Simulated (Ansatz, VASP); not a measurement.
Two plane-wave programs on CdO

File INCAR:

```
PREC = Accurate ; ENCUT = 600
EDIFF = 1E-6 ; ISMEAR = 0
SIGMA = 0.1 ; LREAL = F
LASPH = T ; NELM = 120
ALGO = Normal ; ISIF = 2
LWAVE = F ; LCHARG = F
GGA = PS ; NBANDS = 16
GGA_COMPAT = F
```

File KPOINTS:

```
regular mesh
0
Gamma
  16 16 16
```

POSCAR

```
CdO
1.0
    0.0000000000      2.3776192825      2.3776192825
    2.3776192825      0.0000000000      2.3776192825
    2.3776192825      2.3776192825      0.0000000000
Cd O
1 1
Direct
    0.0000000000      0.0000000000      0.0000000000
    0.5000000000      0.5000000000      0.5000000000
```

Input for Ansatz:

```yaml
crystal:
  lattice:
    - [0.0, 2.3776192825, 2.3776192825]
    - [2.3776192825, 0.0, 2.3776192825]
    - [2.3776192825, 2.3776192825, 0.0]
  atoms:
    - { symbol: Cd, position: [0.0, 0.0, 0.0] }
    - { symbol: O, position: [0.5, 0.5, 0.5] }
basis:
  ecutwfc: 420
kpoints:
  mp_grid: { grid: [16, 16, 16] }
hamiltonian:
  xc: pbesol
scf:
  occupations: { method: gaussian, width: 0.1 }
output:
  forces: true
  stress: true
  eigenvalues: true
  write_density: true
  write_potential: true
  elf: true
  volumetric_format: npy
```

Alike in both runs: task single point; functional PBEsol; k mesh 16 × 16 × 16; occupations gaussian, width 0.1 eV; no spin polarisation.

|  | VASP | Ansatz |
| --- | --- | --- |
| version | VASP 6.6.1 | Ansatz 0.2.0 |
| potentials or method | VASP PAW PBE potentials, release 64 (Cd, O), cutoff 600 eV | scalar-relativistic, plane waves, PAW |
| valence electrons in the cell | 18 | 26 |

|  | VASP | Ansatz | Ansatz less VASP |
| --- | --- | --- | --- |
| gap on the k mesh at the Fermi level (eV) | none | none | - |
| pressure (GPa) | -4.3 | -5.4 | -1.10 |

VASP's potentials were made for PBE, not for PBEsol. A gap of «none» marks a metal or a gap that the smearing closes. The functional is the same, so the differences come from potentials, cutoffs and numerics. VASP's potentials hold 18 valence electrons a cell and Ansatz's 26, so a difference there can come from the potentials and not from the codes.
